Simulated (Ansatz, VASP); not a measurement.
## CdS: VASP beside Ansatz

INCAR

```
SYSTEM = CdS
PREC = Accurate ; ENCUT = 500
EDIFF = 1E-6 ; ISMEAR = 0
SIGMA = 0.1 ; LREAL = .FALSE.
LASPH = .TRUE. ; NELM = 120
ALGO = Normal ; ISIF = 2
LWAVE = .FALSE. ; LCHARG = .FALSE.
GGA = PE ; NBANDS = 26
GGA_COMPAT = .FALSE.
```

KPOINTS

```
regular mesh
0
G
  6 6 4
  0 0 0
```

Contents of POSCAR:

```
CdS
1.0
    4.1688380000      0.0000000000      0.0000000000
   -2.0844190000      3.6103200000      0.0000000000
    0.0000000000      0.0000000000      6.7796170000
Cd S
2 2
Direct
    0.6666670000      0.3333330000      0.5002240000
    0.3333330000      0.6666670000      0.0002240000
    0.6666670000      0.3333330000      0.8767760000
    0.3333330000      0.6666670000      0.3767760000
```

Input for Ansatz:

```yaml
crystal:
  lattice:
    - [4.168838, 0.0, 0.0]
    - [-2.084419, 3.61032, 0.0]
    - [0.0, 0.0, 6.779617]
  atoms:
    - { symbol: Cd, position: [0.666667, 0.333333, 0.500224] }
    - { symbol: Cd, position: [0.333333, 0.666667, 0.000224] }
    - { symbol: S, position: [0.666667, 0.333333, 0.876776] }
    - { symbol: S, position: [0.333333, 0.666667, 0.376776] }
basis:
  ecutwfc: 420
kpoints:
  mp_grid: { grid: [6, 6, 4] }
hamiltonian:
  xc: pbe
scf:
  occupations: { method: gaussian, width: 0.1 }
output:
  forces: true
  stress: true
  eigenvalues: true
```

Alike in both runs: task single point; functional PBE; k mesh 6 × 6 × 4; occupations gaussian, width 0.1 eV; no spin polarisation.

|  | VASP | Ansatz |
| --- | --- | --- |
| version | VASP 6.6.1 | Ansatz 0.2.0 |
| potentials or method | VASP PAW PBE potentials, release 64 (Cd, S), cutoff 500 eV | scalar-relativistic, plane waves, PAW |
| valence electrons in the cell | 36 | 52 |

```csv
,VASP,Ansatz,Ansatz less VASP
gap on the k mesh at the Fermi level (eV),1.16,1.16,-0.002
least direct gap on the mesh (eV),1.16,1.16,-0.002
pressure (GPa),1.5,1.1,-0.31
```

The functional is the same, so the differences come from potentials, cutoffs and numerics. VASP's potentials hold 36 valence electrons a cell and Ansatz's 52, so a difference there can come from the potentials and not from the codes. Ansatz's warnings: structure snapped to symmetry.
